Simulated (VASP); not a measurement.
# CsBr (Pm-3m) in VASP: notebook

Runs on CsBr. Level: PBE. Tasks: single point.

Program: VASP 6.6.1. These are calculated values, not measurements. Logs are shortened: lines on timing, memory, paths and dates and some standing lists are left out, and cuts for length are marked.

## Step 1: The cell of the first run

Symmetry: Pm-3m, No. 221, cubic system. Conventional cell: a = 4.320 Å, b = 4.320 Å, c = 4.320 Å, α = 90.00°, β = 90.00°, γ = 90.00°. Within 4.9 Å of Cs (site symmetry m-3m) lie 8 Br at 3.74 Å and 6 Cs at 4.32 Å. Within 4.9 Å of Br (site symmetry m-3m) lie 8 Cs at 3.74 Å and 6 Br at 4.32 Å.

## Step 2: Single point, PBE

Contents of INCAR:

```
ALGO = Normal ; EDIFF = 1E-6
ENCUT = 500 ; GGA = PE
GGA_COMPAT = False ; ISIF = 2
ISMEAR = -1 ; LASPH = True
LCHARG = False ; LREAL = False
LWAVE = False ; NBANDS = 15
NELM = 120 ; PREC = Accurate
SIGMA = 0.001
```

Contents of KPOINTS:

```
k-points
0
Gamma
  4 4 4
```

Contents of POSCAR:

```
CsBr
1.0
    4.3196004938      0.0000000000      0.0000000000
    0.0000000000      4.3196004938      0.0000000000
    0.0000000000      0.0000000000      4.3196004938
Cs Br
1 1
Direct
    0.0000000000      0.0000000000      0.0000000000
    0.5000000000      0.5000000000      0.5000000000
```

Potentials or basis: VASP PAW PBE potentials, release 64 (Cs_sv, Br).

The run is started by

```
$ cat potpaw_PBE.64/Cs_sv/POTCAR potpaw_PBE.64/Br/POTCAR > POTCAR
$ mpirun -np 1 vasp_std > vasp.out
```

OUTCAR:

```text
EDIFF = 1E-6
   ENCUT = 500
   GGA = PE
   ISIF = 2
   ISMEAR = -1
   LASPH = True
   LREAL = False
   NELM = 120
   PREC = Accurate

 ion  position               nearest neighbor table
   1  0.000  0.000  0.000-
   2  0.500  0.500  0.500-

  LATTYP: Found a simple cubic cell.
 ALAT       =     4.3196004938

  Lattice vectors:

 A1 = (   4.3196004938,   0.0000000000,   0.0000000000)
 A2 = (   0.0000000000,   4.3196004938,   0.0000000000)
 A3 = (   0.0000000000,   0.0000000000,   4.3196004938)

Analysis of symmetry for initial positions (statically):
=====================================================================
 Subroutine PRICEL returns:
 Original cell was already a primitive cell.

 Routine SETGRP: Setting up the symmetry group for a
 simple cubic supercell.

 Subroutine GETGRP returns: Found 48 space group operations
 (whereof 48 operations were pure point group operations)
 out of a pool of 48 trial point group operations.

The static configuration has the point symmetry O_h .

Analysis of symmetry for dynamics (positions and initial velocities):
=====================================================================
 Subroutine PRICEL returns:
 Original cell was already a primitive cell.

 Routine SETGRP: Setting up the symmetry group for a
 simple cubic supercell.

 Subroutine GETGRP returns: Found 48 space group operations
 (whereof 48 operations were pure point group operations)
 out of a pool of 48 trial point group operations.

The dynamic configuration has the point symmetry O_h .

 Subroutine INISYM returns: Found 48 space group operations
 (whereof 48 operations are pure point group operations),
 and found     1 'primitive' translations

----------------------------------------------------------------------------------------

                                     Primitive cell

  volume of cell :      80.5992

  direct lattice vectors                    reciprocal lattice vectors
     4.319600494  0.000000000  0.000000000     0.231502890  0.000000000  0.000000000
     0.000000000  4.319600494  0.000000000     0.000000000  0.231502890  0.000000000
     0.000000000  0.000000000  4.319600494     0.000000000  0.000000000  0.231502890

  length of vectors
     4.319600494  4.319600494  4.319600494     0.231502890  0.231502890  0.231502890

  position of ions in fractional coordinates (direct lattice)
     0.000000000  0.000000000  0.000000000
     0.500000000  0.500000000  0.500000000

  ion indices of the primitive-cell ions
   primitive index   ion index
                 1           1
                 2           2

----------------------------------------------------------------------------------------

 KPOINTS: k-points

Automatic generation of k-mesh.
 Grid dimensions read from file:
 generate k-points for:    4    4    4

 Generating k-lattice:

  Cartesian coordinates                     Fractional coordinates (reciprocal lattice)
     0.057875723  0.000000000  0.000000000     0.250000000  0.000000000  0.000000000
     0.000000000  0.057875723  0.000000000     0.000000000  0.250000000  0.000000000
     0.000000000  0.000000000  0.057875723     0.000000000  0.000000000  0.250000000

  Length of vectors
     0.057875723  0.057875723  0.057875723

  Shift w.r.t. Gamma in fractional coordinates (k-lattice)
     0.000000000  0.000000000  0.000000000

 Subroutine IBZKPT returns following result:
 ===========================================

 Found     10 irreducible k-points:

 Following reciprocal coordinates:
            Coordinates               Weight
  0.000000  0.000000  0.000000      1.000000
  0.250000  0.000000  0.000000      6.000000
  0.500000  0.000000  0.000000      3.000000
  0.250000  0.250000  0.000000     12.000000
  0.500000  0.250000  0.000000     12.000000
  0.500000  0.500000  0.000000      3.000000
  0.250000  0.250000  0.250000      8.000000
  0.500000  0.250000  0.250000     12.000000
  0.500000  0.500000  0.250000      6.000000
  0.500000  0.500000  0.500000      1.000000
   k-points           NKPTS =     10   k-points in BZ     NKDIM =     10   number of bands    NBANDS=     15
   number of dos      NEDOS =    301   number of ions     NIONS =      2
   total plane-waves  NPLWV =  32768
   dimension x,y,z NGX =    32 NGY =   32 NGZ =   32
   dimension x,y,z NGXF=    64 NGYF=   64 NGZF=   64
   ions per type =               1   1
   NGX,Y,Z   is equivalent  to a cutoff of  12.32, 12.32, 12.32 a.u.
   NGXF,Y,Z  is equivalent  to a cutoff of  24.63, 24.63, 24.63 a.u.
 SYSTEM =  unknown system
   PREC   = accura    normal or accurate (medium, high low for compatibility)
   ISTART =      0    job   : 0-new  1-cont  2-samecut
   ICHARG =      2    charge: 1-file 2-atom 10-const
   ISPIN  =      1    spin polarized calculation?
   LNONCOLLINEAR =      F non collinear calculations
   LSORBIT =      F    spin-orbit coupling
   LASPH  =      T    aspherical Exc in radial PAW
   ENCUT  =  500.0 eV  36.75 Ry    6.06 a.u.   7.88  7.88  7.88*2*pi/ulx,y,z
   NELM   =    120;   NELMIN=  2; NELMDL= -5     # of ELM steps
   EDIFF  = 0.1E-05   stopping-criterion for ELM
   LREAL  =      F    real-space projection
[... 7 lines left out ...]
   TEBEG  =    0.0;   TEEND  =   0.0 temperature during run
   PSTRESS=    0.0 pullay stress
   NELECT =      16.0000    total number of electrons
   NUPDOWN=      -1.0000    fix difference up-down
   EMIN   =  10.00;   EMAX   =-10.00  energy-range for DOS
   EFERMI =   0.00;   METHOD = LEGACY
   ISMEAR =    -1;   SIGMA  =   0.00  broadening in eV -4-tet -1-fermi 0-gaus
   EFERMI_NEDOS =   21; number of points for ismear=-14 and -15
   IALGO  =     38    algorithm
   IMIX   =      4    mixing-type and parameters
     AMIX     =   0.40;   BMIX     =  1.00
     AMIX_MAG =   1.60;   BMIX_MAG =  1.00
  volume/ion in A,a.u.               =      40.30       271.96
  Fermi-wavevector in a.u.,A,eV,Ry     =   0.955003  1.804693 12.408922  0.912030
  Thomas-Fermi vector in A             =   2.083801
   LORBIT       =      0    0 simple, 1 ext, 2 COOP (PROOUT), +10 PAW based schemes
   GGA     = PE    functional components
   LHFCALC =     F    Hartree Fock is set to
   AEXX    =    0.0000 exact exchange contribution
   IVDW    =     0    specifies the selected vdW correction
   LEPSILON=     F    determine dielectric tensor
   LRPA    =     F    only Hartree local field effects (RPA)
 non-spin polarized calculation
  energy-cutoff  :      500.00
  volume of cell :       80.60
 maximum number of plane-waves:      2103
 NGX is ok and might be reduce to    32
   NGX = 15   NGY = 15   NGZ = 15

 number of electron      16.0000001 magnetization

 Free energy of the ion-electron system (eV)
  ---------------------------------------------------
  ext. energy  EPLUGINS =         0.00000000
  ---------------------------------------------------
  free energy    TOTEN  =        -6.01412229 eV

  energy without entropy =       -6.01412229  energy(sigma->0) =       -6.01412229

 E-fermi :  -0.3463     XC(G=0):  -7.9702

 val. band max:       -0.4086267853   @ k =   0.5000   0.5000   0.0000
 cond. band min:       4.0153741297   @ k =   0.0000   0.0000   0.0000
 fundamental gap:      4.4240009150
 Fermi energy:        -0.3462778884

 k-point     1 :       0.0000    0.0000    0.0000
  band No.  band energies     occupation
      1     -20.2247      2.00000
      2     -12.7500      2.00000
      3      -6.8273      2.00000
      4      -6.8273      2.00000
      5      -6.8273      2.00000
      6      -0.4169      2.00000
      7      -0.4169      2.00000
      8      -0.4169      2.00000
      9       4.0154      0.00000
     10       4.5240      0.00000
     11       4.5240      0.00000
     12       8.6354      0.00000
     13       8.6354      0.00000
     14       8.6354      0.00000
     15      11.5904      0.00000

 k-point     2 :       0.2500    0.0000    0.0000
  band No.  band energies     occupation
      1     -20.2005      2.00000
      2     -12.7553      2.00000
      3      -7.0217      2.00000
      4      -6.7794      2.00000
      5      -6.7794      2.00000
      6      -1.1413      2.00000
      7      -0.5113      2.00000
      8      -0.5113      2.00000
      9       4.9025      0.00000
     10       5.2897      0.00000
     11       5.7379      0.00000
     12       8.4015      0.00000
     13       8.4015      0.00000
     14       8.9276      0.00000
     15       9.3996      0.00000

 k-point     3 :       0.5000    0.0000    0.0000
  band No.  band energies     occupation
      1     -20.1761      2.00000
      2     -12.7626      2.00000
      3      -7.1935      2.00000
      4      -6.7300      2.00000
      5      -6.7300      2.00000
      6      -1.6910      2.00000
      7      -0.6099      2.00000
      8      -0.6099      2.00000
      9       5.5062      0.00000
     10       6.7805      0.00000
     11       7.2254      0.00000
     12       7.9172      0.00000
     13       8.3841      0.00000
     14       8.3841      0.00000
     15       9.3269      0.00000

 k-point     4 :       0.2500    0.2500    0.0000
  band No.  band energies     occupation
      1     -20.1781      2.00000
      2     -12.7316      2.00000
      3      -7.1140      2.00000
      4      -6.9758      2.00000
      5      -6.7400      2.00000
      6      -1.1660      2.00000
      7      -0.7521      2.00000
      8      -0.5099      2.00000
      9       5.3187      0.00000
     10       5.6645      0.00000
     11       6.5250      0.00000
     12       7.5241      0.00000
     13       8.1153      0.00000
     14       8.6395      0.00000
     15       9.8666      0.00000

 k-point     5 :       0.5000    0.2500    0.0000
  band No.  band energies     occupation
      1     -20.1553      2.00000
      2     -12.7086      2.00000
      3      -7.2828      2.00000
      4      -7.0744      2.00000
      5      -6.6998      2.00000
      6      -1.3261      2.00000
      7      -0.8193      2.00000
      8      -0.5127      2.00000
      9       5.4096      0.00000
     10       5.8478      0.00000
     11       7.4288      0.00000
     12       7.4663      0.00000
     13       7.5853      0.00000
     14       9.0405      0.00000
     15      10.2056      0.00000

 k-point     6 :       0.5000    0.5000    0.0000
  band No.  band energies     occupation
      1     -20.1343      2.00000
      2     -12.6525      2.00000
      3      -7.3775      2.00000
      4      -7.3775      2.00000
      5      -6.6691      2.00000
      6      -0.9812      2.00000
      7      -0.9812      2.00000
      8      -0.4086      2.00000
      9       4.8382      0.00000
     10       5.0727      0.00000
     11       6.7954      0.00000
     12       6.7954      0.00000
     13      10.5502      0.00000
     14      10.5502      0.00000
     15      10.5914      0.00000

 k-point     7 :       0.2500    0.2500    0.2500
  band No.  band energies     occupation
      1     -20.1567      2.00000
      2     -12.6976      2.00000
      3      -7.0481      2.00000
      4      -7.0481      2.00000
      5      -6.9899      2.00000
      6      -0.9407      2.00000
      7      -0.9316      2.00000
      8      -0.9316      2.00000
      9       6.4163      0.00000
     10       6.5840      0.00000
     11       6.5840      0.00000
     12       7.0887      0.00000
     13       7.4704      0.00000
     14       7.4704      0.00000
     15      11.7385      0.00000

 k-point     8 :       0.5000    0.2500    0.2500
  band No.  band energies     occupation
      1     -20.1351      2.00000
      2     -12.6633      2.00000
      3      -7.2868      2.00000
      4      -7.0475      2.00000
      5      -6.9792      2.00000
      6      -1.2717      2.00000
      7      -1.1141      2.00000
      8      -0.7308      2.00000
      9       6.1076      0.00000
     10       6.3485      0.00000
     11       6.6628      0.00000
     12       7.5615      0.00000
     13       8.1286      0.00000
     14       9.0504      0.00000
     15      10.9758      0.00000

 k-point     9 :       0.5000    0.5000    0.2500
  band No.  band energies     occupation
      1     -20.1146      2.00000
      2     -12.6167      2.00000
      3      -7.2957      2.00000
      4      -7.2957      2.00000
      5      -6.9507      2.00000
      6      -1.2632      2.00000
      7      -1.2632      2.00000
      8      -1.0430      2.00000
      9       6.2447      0.00000
     10       6.3960      0.00000
     11       7.1098      0.00000
     12       7.1098      0.00000
     13       9.7632      0.00000
     14       9.7632      0.00000
     15      10.6836      0.00000

 k-point    10 :       0.5000    0.5000    0.5000
  band No.  band energies     occupation
      1     -20.0947      2.00000
      2     -12.5801      2.00000
      3      -7.2089      2.00000
      4      -7.2089      2.00000
      5      -7.2089      2.00000
      6      -1.5383      2.00000
      7      -1.5383      2.00000
      8      -1.5383      2.00000
      9       7.8040      0.00000
     10       7.8040      0.00000
     11       7.8040      0.00000
     12       8.6517      0.00000
     13       8.6517      0.00000
     14       8.6517      0.00000
     15      10.7816      0.00000

------------------------ aborting loop because EDIFF is reached ----------------------------------------

  FORCE on cell =-STRESS in cart. coord.  units (eV):
  Direction    XX          YY          ZZ          XY          YZ          ZX
  --------------------------------------------------------------------------------------
  -------------------------------------------------------------------------------------
  Total        0.3643761      0.3643761      0.3643761      0.0000000      0.0000000      0.0000000
  in kB        7.2431865      7.2431865      7.2431865      0.0000000      0.0000000      0.0000000
  external PRESSURE =       7.2431865 kB  Pullay stress =       0.0000000 kB

 VOLUME and BASIS-vectors are now :
 -----------------------------------------------------------------------------
  energy-cutoff  :      500.00
  volume of cell :       80.60
      direct lattice vectors                 reciprocal lattice vectors
     4.319600494  0.000000000  0.000000000     0.231502890  0.000000000  0.000000000
     0.000000000  4.319600494  0.000000000     0.000000000  0.231502890  0.000000000
     0.000000000  0.000000000  4.319600494     0.000000000  0.000000000  0.231502890

 POSITION                                       TOTAL-FORCE (eV/Angst)
 -----------------------------------------------------------------------------------
      0.00000      0.00000      0.00000         0.000000      0.000000      0.000000
      2.15980      2.15980      2.15980         0.000000      0.000000      0.000000
 -----------------------------------------------------------------------------------
    total drift:                                0.000000      0.000000     -0.000000

  FREE ENERGIE OF THE ION-ELECTRON SYSTEM (eV)
  ---------------------------------------------------
  free  energy   TOTEN  =        -6.0141222877 eV

  energy  without entropy=       -6.0141222877  energy(sigma->0) =       -6.01412229
```

Wall time 10 s (1 thread of Intel Xeon Platinum 8259CL at 2.50GHz (Skylake/Cascade Lake), shared host); peak memory 0.18 GiB.

Results:

* Free energy: -6.0141 eV
* Pressure: 0.7 GPa
* Band gap on the k mesh: 4.42 eV (least direct gap 4.43 eV)

Caveat: spin-orbit coupling is left out, which moves the levels of the heavy elements.

## Step 3: Single point, PBE

Contents of INCAR:

```
PREC = Accurate ; ENCUT = 500
EDIFF = 1E-6 ; ISMEAR = 0
SIGMA = 0.01 ; LREAL = False
LASPH = True ; NELM = 120
ALGO = Normal ; ISIF = 2
LWAVE = False ; LCHARG = False
GGA = PE ; NBANDS = 15
GGA_COMPAT = False
```

Contents of KPOINTS:

```
Automatic mesh
0
Gamma
  4 4 4
```

POSCAR is that of step 2.

Potentials or basis: VASP PAW PBE potentials, release 64 (Cs_sv, Br).

The run is started by

```
$ cat potpaw_PBE.64/Cs_sv/POTCAR potpaw_PBE.64/Br/POTCAR > POTCAR
$ mpirun -np 1 vasp_std > vasp.out
```

OUTCAR:

```text
PREC = Accurate
   ENCUT = 500
   EDIFF = 1E-6
   ISMEAR = 0
   LREAL = False
   LASPH = True
   NELM = 120
   ISIF = 2
   GGA = PE

 ion  position               nearest neighbor table
   1  0.000  0.000  0.000-
   2  0.500  0.500  0.500-

  LATTYP: Found a simple cubic cell.
 ALAT       =     4.3196004938

  Lattice vectors:

 A1 = (   4.3196004938,   0.0000000000,   0.0000000000)
 A2 = (   0.0000000000,   4.3196004938,   0.0000000000)
 A3 = (   0.0000000000,   0.0000000000,   4.3196004938)

Analysis of symmetry for initial positions (statically):
=====================================================================
 Subroutine PRICEL returns:
 Original cell was already a primitive cell.

 Routine SETGRP: Setting up the symmetry group for a
 simple cubic supercell.

 Subroutine GETGRP returns: Found 48 space group operations
 (whereof 48 operations were pure point group operations)
 out of a pool of 48 trial point group operations.

The static configuration has the point symmetry O_h .

Analysis of symmetry for dynamics (positions and initial velocities):
[... 155 lines left out ...]
      2     -12.7500      2.00000
      3      -6.8273      2.00000
      4      -6.8273      2.00000
      5      -6.8273      2.00000
      6      -0.4169      2.00000
      7      -0.4169      2.00000
      8      -0.4169      2.00000
      9       4.0154      0.00000
     10       4.5240      0.00000
     11       4.5240      0.00000
     12       8.6354      0.00000
     13       8.6354      0.00000
     14       8.6354      0.00000
[... 149 lines left out ...]
      2     -12.5801      2.00000
      3      -7.2089      2.00000
      4      -7.2089      2.00000
      5      -7.2089      2.00000
      6      -1.5383      2.00000
      7      -1.5383      2.00000
      8      -1.5383      2.00000
      9       7.8040      0.00000
     10       7.8040      0.00000
     11       7.8040      0.00000
     12       8.6517      0.00000
     13       8.6517      0.00000
     14       8.6517      0.00000
     15      10.7816      0.00000

------------------------ aborting loop because EDIFF is reached ----------------------------------------

  FORCE on cell =-STRESS in cart. coord.  units (eV):
  Direction    XX          YY          ZZ          XY          YZ          ZX
  --------------------------------------------------------------------------------------
  -------------------------------------------------------------------------------------
  Total        0.3643761      0.3643761      0.3643761     -0.0000000     -0.0000000      0.0000000
  in kB        7.2431865      7.2431865      7.2431865     -0.0000000     -0.0000000      0.0000000
  external PRESSURE =       7.2431865 kB  Pullay stress =       0.0000000 kB

 VOLUME and BASIS-vectors are now :
 -----------------------------------------------------------------------------
  energy-cutoff  :      500.00
  volume of cell :       80.60
      direct lattice vectors                 reciprocal lattice vectors
     4.319600494  0.000000000  0.000000000     0.231502890  0.000000000  0.000000000
     0.000000000  4.319600494  0.000000000     0.000000000  0.231502890  0.000000000
     0.000000000  0.000000000  4.319600494     0.000000000  0.000000000  0.231502890

 POSITION                                       TOTAL-FORCE (eV/Angst)
 -----------------------------------------------------------------------------------
      0.00000      0.00000      0.00000         0.000000      0.000000      0.000000
      2.15980      2.15980      2.15980         0.000000      0.000000      0.000000
 -----------------------------------------------------------------------------------
    total drift:                                0.000000      0.000000     -0.000000

  FREE ENERGIE OF THE ION-ELECTRON SYSTEM (eV)
  ---------------------------------------------------
  free  energy   TOTEN  =        -6.0141222877 eV

  energy  without entropy=       -6.0141222877  energy(sigma->0) =       -6.01412229
```

Run time: 8.8 s. Hardware: 1 thread of Intel Xeon Platinum 8259CL at 2.50GHz (Skylake/Cascade Lake), shared host; peak memory 0.17 GiB.

Results:

```
Free energy            : -6.0141 eV
Pressure               : 0.7 GPa
Band gap on the k mesh : 4.42 eV (least direct gap 4.43 eV)
```

Caveat: spin-orbit coupling is left out, which moves the levels of the heavy elements.
